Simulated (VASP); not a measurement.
# C (P-1) in VASP: single point with PBE+D3(BJ)

Aim: the single point of C with PBE+D3(BJ).

All numbers are computed with VASP 6.6.1; they aren't measurements. Logs are shortened: lines on timing, memory, paths and dates and some standing lists are left out, and cuts for length are marked.

### 1 The cell of the first run

The typed cell holds 12 atoms: a = 2.465 Å, b = 2.465 Å, c = 20.956 Å, α = 83.81°, β = 84.38°, γ = 60.00°.

### 2 Single point, PBE+D3(BJ) (the part above a cut slid along it)

Input file INCAR:

```
SYSTEM = C
  PREC = Accurate
  ENCUT = 600
  EDIFF = 1E-6
  ISMEAR = 0
  SIGMA = 0.03
  LREAL = .False.
  LASPH = .True.
  NELM = 120
  ALGO = Normal
  ISIF = 2
  LWAVE = .False.
  LCHARG = .False.
  GGA = PE
  IVDW = 12
  NBANDS = 36
  GGA_COMPAT = .False.
```

Input file KPOINTS:

```
regular mesh
0
Gamma
  15 15 2
  0 0 0
```

Input file POSCAR:

```
C
1.0
   -2.4647935466      0.0000000000      0.0000000000
   -1.2323967733     -2.1345738265      0.0000000000
   -2.0539946222     -1.4230492176     20.8066193286
C
12
Direct
    0.5427642364      0.5014634263      0.2478048605
    0.5427642364      0.3903523152      0.9144715272
    0.0427642364     -0.0540921292      0.5811381939
    0.6238857636      0.6096254626      0.0855618061
    0.6238857636      0.4985143515      0.7522284728
    0.1238857636      0.0540699070      0.4188951395
    0.4572288936      0.3874163025      0.4188755462
    0.9572288936     -0.0570281419      0.0855422129
   -0.0427711064     -0.1681392530      0.7522088796
    0.2094211065      0.0570059197      0.9144911204
    0.7094211064     -0.3874385247      0.5811577871
    0.2094211065      0.1681170308      0.2478244538
```

Potentials or basis: VASP PAW PBE potentials, release 64 (C).

The run is started by

```bash
> cat potpaw_PBE.64/C/POTCAR > POTCAR
> mpirun -np 1 vasp_std > vasp.out
```

OUTCAR:

```text
SYSTEM = C
   PREC = Accurate
   ENCUT = 600
   EDIFF = 1E-6
   ISMEAR = 0
   LREAL = .False.
   LASPH = .True.
   NELM = 120
   ISIF = 2
   GGA = PE
   IVDW = 12
 IVDW          = 12

 ion  position               nearest neighbor table
   1  0.543  0.501  0.248-  12 1.42  12 1.42  12 1.42
   2  0.543  0.390  0.914-  10 1.42  10 1.42  10 1.42
   3  0.043  0.946  0.581-  11 1.42  11 1.42  11 1.42
   4  0.624  0.610  0.086-   8 1.42   8 1.42   8 1.42
   5  0.624  0.499  0.752-   9 1.42   9 1.42   9 1.42
   6  0.124  0.054  0.419-   7 1.42   7 1.42   7 1.42
   7  0.457  0.387  0.419-   6 1.42   6 1.42   6 1.42
   8  0.957  0.943  0.086-   4 1.42   4 1.42   4 1.42
   9  0.957  0.832  0.752-   5 1.42   5 1.42   5 1.42
  10  0.209  0.057  0.914-   2 1.42   2 1.42   2 1.42
  11  0.709  0.613  0.581-   3 1.42   3 1.42   3 1.42
  12  0.209  0.168  0.248-   1 1.42   1 1.42   1 1.42

  LATTYP: Found a triclinic cell.
 ALAT       =     2.4647935466
 B/A-ratio  =     1.0000000000
 C/A-ratio  =     8.4727293448
 COS(alpha) =     0.0098354768
 COS(beta)  =     0.0786838148
 COS(gamma) =     0.5000000000

  Lattice vectors:

 A1 = (  -2.4647935466,   0.0000000000,   0.0000000000)
 A2 = (  -1.2323967733,   2.1345738265,   0.0000000000)
 A3 = (  -1.6431956977,  -0.7115246089, -20.8066193286)

Analysis of symmetry for initial positions (statically):
=====================================================================
 Subroutine PRICEL returns:
 Original cell was already a primitive cell.

 Routine SETGRP: Setting up the symmetry group for a
 triclinic supercell.

 Subroutine GETGRP returns: Found  2 space group operations
 (whereof  1 operations were pure point group operations)
 out of a pool of  2 trial point group operations.

The static configuration has the point symmetry C_1 .
 The point group associated with its full space group is S_2 .

Analysis of symmetry for dynamics (positions and initial velocities):
=====================================================================
 Subroutine PRICEL returns:
 Original cell was already a primitive cell.

 Routine SETGRP: Setting up the symmetry group for a
 triclinic supercell.

 Subroutine GETGRP returns: Found  2 space group operations
 (whereof  1 operations were pure point group operations)
 out of a pool of  2 trial point group operations.

The dynamic configuration has the point symmetry C_1 .
 The point group associated with its full space group is S_2 .

 Subroutine INISYM returns: Found  2 space group operations
 (whereof  1 operations are pure point group operations),
 and found     1 'primitive' translations

----------------------------------------------------------------------------------------

                                     Primitive cell

  volume of cell :     109.4695

  direct lattice vectors                    reciprocal lattice vectors
    -2.464793547  0.000000000  0.000000000    -0.405713493  0.234238795 -0.024030814
    -1.232396773 -2.134573827  0.000000000     0.000000000 -0.468477589 -0.032041085
    -2.053994622 -1.423049218 20.806619329     0.000000000  0.000000000  0.048061628

  length of vectors
     2.464793547  2.464793547 20.956129673     0.469093521  0.469572021  0.048061628

  position of ions in fractional coordinates (direct lattice)
     0.542764236  0.501463426  0.247804860
     0.542764236  0.390352315  0.914471527
     0.042764236  0.945907871  0.581138194
     0.623885764  0.609625463  0.085561806
     0.623885764  0.498514351  0.752228473
     0.123885764  0.054069907  0.418895140
     0.457228894  0.387416303  0.418875546
     0.957228894  0.942971858  0.085542213
     0.957228894  0.831860747  0.752208880
     0.209421107  0.057005920  0.914491120
     0.709421106  0.612561475  0.581157787
     0.209421107  0.168117031  0.247824454

  ion indices of the primitive-cell ions
   primitive index   ion index
                 1           1
                 2           2
                 3           3
                 4           4
                 5           5
                 6           6
                 7           7
                 8           8
                 9           9
                10          10
                11          11
                12          12

----------------------------------------------------------------------------------------

 KPOINTS: regular mesh

Automatic generation of k-mesh.
 Grid dimensions read from file:
 generate k-points for:   15   15    2

 Generating k-lattice:

  Cartesian coordinates                     Fractional coordinates (reciprocal lattice)
    -0.027047566  0.015615920 -0.001602054     0.066666667  0.000000000  0.000000000
     0.000000000 -0.031231839 -0.002136072     0.000000000  0.066666667  0.000000000
     0.000000000  0.000000000  0.024030814     0.000000000  0.000000000  0.500000000

  Length of vectors
     0.031272901  0.031304801  0.024030814

  Shift w.r.t. Gamma in fractional coordinates (k-lattice)
     0.000000000  0.000000000  0.000000000

 Subroutine IBZKPT returns following result:
 ===========================================

 Found    226 irreducible k-points:

 Following reciprocal coordinates:
            Coordinates               Weight
  0.000000  0.000000  0.000000      1.000000
  0.066667 -0.000000 -0.000000      2.000000
  0.133333  0.000000  0.000000      2.000000
  0.200000 -0.000000  0.000000      2.000000
  0.266667  0.000000  0.000000      2.000000
  0.333333 -0.000000 -0.000000      2.000000
[... 16 lines left out ...]
 -0.066667  0.066667  0.000000      2.000000
  0.000000  0.133333  0.000000      2.000000
 [... further k-points ...]
   k-points           NKPTS =    226   k-points in BZ     NKDIM =    226   number of bands    NBANDS=     36
   number of dos      NEDOS =    301   number of ions     NIONS =     12
   total plane-waves  NPLWV =  67200
   dimension x,y,z NGX =    20 NGY =   20 NGZ =  168
   dimension x,y,z NGXF=    40 NGYF=   40 NGZF=  336
   ions per type =              12
   NGX,Y,Z   is equivalent  to a cutoff of  13.49, 13.49, 13.33 a.u.
   NGXF,Y,Z  is equivalent  to a cutoff of  26.98, 26.98, 26.66 a.u.
 SYSTEM =  C
   PREC   = accura    normal or accurate (medium, high low for compatibility)
   ISTART =      0    job   : 0-new  1-cont  2-samecut
   ICHARG =      2    charge: 1-file 2-atom 10-const
   ISPIN  =      1    spin polarized calculation?
   LNONCOLLINEAR =      F non collinear calculations
   LSORBIT =      F    spin-orbit coupling
   LASPH  =      T    aspherical Exc in radial PAW
   ENCUT  =  600.0 eV  44.10 Ry    6.64 a.u.   4.92  4.92 41.85*2*pi/ulx,y,z
   NELM   =    120;   NELMIN=  2; NELMDL= -5     # of ELM steps
   EDIFF  = 0.1E-05   stopping-criterion for ELM
   LREAL  =      F    real-space projection
[... 7 lines left out ...]
   TEBEG  =    0.0;   TEEND  =   0.0 temperature during run
   PSTRESS=    0.0 pullay stress
   NELECT =      48.0000    total number of electrons
   NUPDOWN=      -1.0000    fix difference up-down
   EMIN   =  10.00;   EMAX   =-10.00  energy-range for DOS
   EFERMI =   0.00;   METHOD = LEGACY
   ISMEAR =     0;   SIGMA  =   0.03  broadening in eV -4-tet -1-fermi 0-gaus
   EFERMI_NEDOS =   21; number of points for ismear=-14 and -15
   IALGO  =     38    algorithm
   IMIX   =      4    mixing-type and parameters
     AMIX     =   0.40;   BMIX     =  1.00
     AMIX_MAG =   1.60;   BMIX_MAG =  1.00
  volume/ion in A,a.u.               =       9.12        61.56
  Fermi-wavevector in a.u.,A,eV,Ry     =   1.243724  2.350298 21.046178  1.546850
  Thomas-Fermi vector in A             =   2.378023
   LORBIT       =      0    0 simple, 1 ext, 2 COOP (PROOUT), +10 PAW based schemes
   GGA     = PE    functional components
   LHFCALC =     F    Hartree Fock is set to
   AEXX    =    0.0000 exact exchange contribution
   IVDW    =    12    specifies the selected vdW correction
   LEPSILON=     F    determine dielectric tensor
   LRPA    =     F    only Hartree local field effects (RPA)
 non-spin polarized calculation
 Gauss-broadening in eV      SIGMA  =   0.03
  energy-cutoff  :      600.00
  volume of cell :      109.47
 maximum number of plane-waves:      3723
   NGX =  9   NGY =  9   NGZ = 83

 number of electron      48.0000000 magnetization

 Free energy of the ion-electron system (eV)
  ---------------------------------------------------
  ext. energy  EPLUGINS =         0.00000000
  ---------------------------------------------------
  free energy    TOTEN  =      -110.59238624 eV

  energy without entropy =     -110.59226329  energy(sigma->0) =     -110.59232476

 E-fermi :   4.3941     XC(G=0): -10.0890

 val. band max:        4.3657948964   @ k =  -0.3333   0.3333   0.5000
 cond. band min:       4.4224930624   @ k =  -0.3333   0.3333   0.5000
 fundamental gap:      0.0566981661
 Fermi energy:         4.3941431052

 k-point     1 :       0.0000    0.0000    0.0000
  band No.  band energies     occupation
      1     -15.2310      2.00000
      2     -15.1784      2.00000
      3     -15.1773      2.00000
      4     -15.0525      2.00000
      5     -15.0519      2.00000
      6     -14.9944      2.00000
[... 28 lines left out ...]
     35      12.7507      0.00000
     36      12.7588      0.00000

 k-point     2 :       0.0667   -0.0000   -0.0000
  band No.  band energies     occupation
      1     -15.1250      2.00000
      2     -15.0754      2.00000
      3     -15.0691      2.00000
      4     -14.9507      2.00000
      5     -14.9441      2.00000
      6     -14.8901      2.00000
[... 28 lines left out ...]
     35      13.1741      0.00000
     36      13.1991      0.00000
[... 817 lines left out ...]
     35      13.1905      0.00000
     36      13.8639      0.00000

 k-point    24 :       0.0000    0.1333    0.0000
  band No.  band energies     occupation
      1     -14.8077      2.00000
      2     -14.7642      2.00000
      3     -14.7480      2.00000
      4     -14.6425      2.00000
      5     -14.6254      2.00000
      6     -14.5781      2.00000
[... 28 lines left out ...]
     35      13.1007      0.00000
     36      14.3994      0.00000

 [... further k-points ...]

------------------------ aborting loop because EDIFF is reached ----------------------------------------

 Edisp (eV)   -1.80424

 E8    (eV) :    -0.5091

  FORCE on cell =-STRESS in cart. coord.  units (eV):
  Direction    XX          YY          ZZ          XY          YZ          ZX
  --------------------------------------------------------------------------------------
  -------------------------------------------------------------------------------------
  Total       0.18093     0.18472    -0.41158    -0.01141     0.00998    -0.02366
  in kB       2.64801     2.70357    -6.02388    -0.16693     0.14606    -0.34626
  external pressure =       -0.22 kB  Pullay stress =        0.00 kB

 VOLUME and BASIS-vectors are now :
 -----------------------------------------------------------------------------
  energy-cutoff  :      600.00
  volume of cell :      109.47
      direct lattice vectors                 reciprocal lattice vectors
    -2.464793547  0.000000000  0.000000000    -0.405713493  0.234238795 -0.024030814
    -1.232396773 -2.134573827  0.000000000     0.000000000 -0.468477589 -0.032041085
    -2.053994622 -1.423049218 20.806619329     0.000000000  0.000000000  0.048061628

 POSITION                                       TOTAL-FORCE (eV/Angst)
 -----------------------------------------------------------------------------------
     -2.46479     -1.42305      5.15598        -0.000750      0.000128     -0.001154
     -3.69719     -2.13457     19.02706         0.001209     -0.001412      0.013840
     -2.46479     -2.84610     12.09152         0.000782     -0.000228      0.002225
     -2.46479     -1.42305      1.78025        -0.001209      0.001412     -0.013840
     -3.69719     -2.13457     15.65133         0.000750     -0.000128      0.001154
     -1.23240     -0.71152      8.71579        -0.000782      0.000228     -0.002225
     -2.46479     -1.42305      8.71538         0.000820     -0.000185     -0.001474
     -3.69719     -2.13457      1.77984        -0.003905      0.001241     -0.026283
     -4.92959     -2.84610     15.65092        -0.000218      0.000093     -0.003475
     -2.46479     -1.42305     19.02747         0.003905     -0.001241      0.026283
     -3.69719     -2.13457     12.09193        -0.000820      0.000185      0.001474
     -1.23240     -0.71152      5.15639         0.000218     -0.000093      0.003475
 -----------------------------------------------------------------------------------
    total drift:                               -0.000004      0.000010     -0.000003

  FREE ENERGIE OF THE ION-ELECTRON SYSTEM (eV)
  ---------------------------------------------------
  free  energy   TOTEN  =      -112.3966274487 eV

  energy  without entropy=     -112.3965044953  energy(sigma->0) =     -112.39656597
```

Run time: 34 min. Hardware: 1 thread of Oxide Virtual Turin-like, shared host; peak memory 0.71 GiB.

Results:

```yaml
Free_energy: -112.3966 eV
Pressure: 0.0 GPa
Largest_force: 0.027 eV/Å
Dispersion_energy_per_atom: -0.150 eV
```

Forces on the atoms (eV/Å):
```
C   -0.001  0.000 -0.001
C    0.001 -0.001  0.014
C    0.001  0.000  0.002
C   -0.001  0.001 -0.014
C    0.001  0.000  0.001
C   -0.001  0.000 -0.002
C    0.001  0.000 -0.001
C   -0.004  0.001 -0.026
C    0.000  0.000 -0.003
C    0.004 -0.001  0.026
C   -0.001  0.000  0.001
C    0.000  0.000  0.003
```

Caveat: the cell differs from its parent crystal (the part above a cut slid along it).
